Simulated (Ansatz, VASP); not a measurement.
## One calculation of HgH3, two programs

Contents of INCAR:

```
ALGO = Normal
EDIFF = 1E-7
EDIFFG = -0.025
ENCUT = 600
GGA = PE
IBRION = 2
ISIF = 3
ISMEAR = 0
LASPH = T
LCHARG = F
LREAL = F
LWAVE = F
NELM = 100
NSW = 80
PREC = Accurate
SIGMA = 0.1
```

The input KPOINTS:

```
k-points
0
Gamma
  2 2 2
```

Contents of POSCAR:

```
HgH3
1.0
    7.1740754908      0.0910723433      0.0532918081
    0.0910723433      7.1866117153      0.0393774474
    0.0532918081      0.0393774474      7.1263540071
Hg H
2 6
Direct
    0.4980681617      0.5384152557      0.4829404311
   -0.0223950392      0.0229868886      0.0073189330
    0.0550866426      0.4714211619      0.4743081333
    0.9426415640      0.5001773036      0.4999675253
    0.5074158476      0.0540829858      0.5112663807
    0.4923911608      0.9282929506      0.5037551015
    0.5120881207      0.4938660828      0.0816101089
    0.5147035418      0.4907573709      0.9388333861
```

Input for Ansatz:

```yaml
crystal:
  lattice:
    - [7.1740754908, 0.0910723433, 0.0532918081]
    - [0.0910723433, 7.1866117153, 0.0393774474]
    - [0.0532918081, 0.0393774474, 7.1263540071]
  atoms:
    - { symbol: Hg, position: [0.4980681617, 0.5384152557, 0.4829404311] }
    - { symbol: Hg, position: [-0.0223950392, 0.0229868886, 0.007318933] }
    - { symbol: H, position: [0.0550866426, 0.4714211619, 0.4743081333] }
    - { symbol: H, position: [0.942641564, 0.5001773036, 0.4999675253] }
    - { symbol: H, position: [0.5074158476, 0.0540829858, 0.5112663807] }
    - { symbol: H, position: [0.4923911608, 0.9282929506, 0.5037551015] }
    - { symbol: H, position: [0.5120881207, 0.4938660828, 0.0816101089] }
    - { symbol: H, position: [0.5147035418, 0.4907573709, 0.9388333861] }
basis:
  ecutwfc: 420
kpoints:
  mp_grid: { grid: [2, 2, 2] }
hamiltonian:
  xc: pbe
scf:
  occupations: { method: gaussian, width: 0.1 }
  lower_state_search: "off"
output:
  forces: true
  stress: true
  eigenvalues: true
relax:
  adjacent_minimum: "off"
  f_tol: 0.025
  max_steps: 60
  cell: { stress_tol: 0.25 }
```

Change from the starting cell: cell x1, atoms moved at random (sigma 0.15 Å) and cell strained at random (1.5 %), then relaxed without symmetry.

Alike in both runs: task relaxation of cell and atoms; functional PBE; k mesh 2 × 2 × 2; occupations gaussian, width 0.1 eV; no spin polarisation.

|  | VASP | Ansatz |
| --- | --- | --- |
| version | VASP 6.6.1 | Ansatz 0.2.0 |
| potentials or method | VASP PAW PBE potentials, release 64 (Hg, H), cutoff 600 eV | scalar-relativistic, plane waves, PAW |
| valence electrons in the cell | 30 | 46 |

VASP gave:

- gap on the k mesh at the Fermi level, each at its own relaxed structure (eV): 4.91
- relaxed volume (Å³/atom): 48.81
- relaxed cell length with the largest relative difference (Å): 7.447

**Question.** Which values does Ansatz return?

**Answer.** gap on the k mesh at the Fermi level, each at its own relaxed structure (eV): 4.93; relaxed volume (Å³/atom): 49.07; relaxed cell length with the largest relative difference (Å): 7.359.

VASP's potentials hold 30 valence electrons a cell and Ansatz's 46, so a difference there can come from the potentials and not from the codes.

The k mesh is coarse, so the values compare programs but aren't converged. Neither program's run includes spin-orbit coupling.
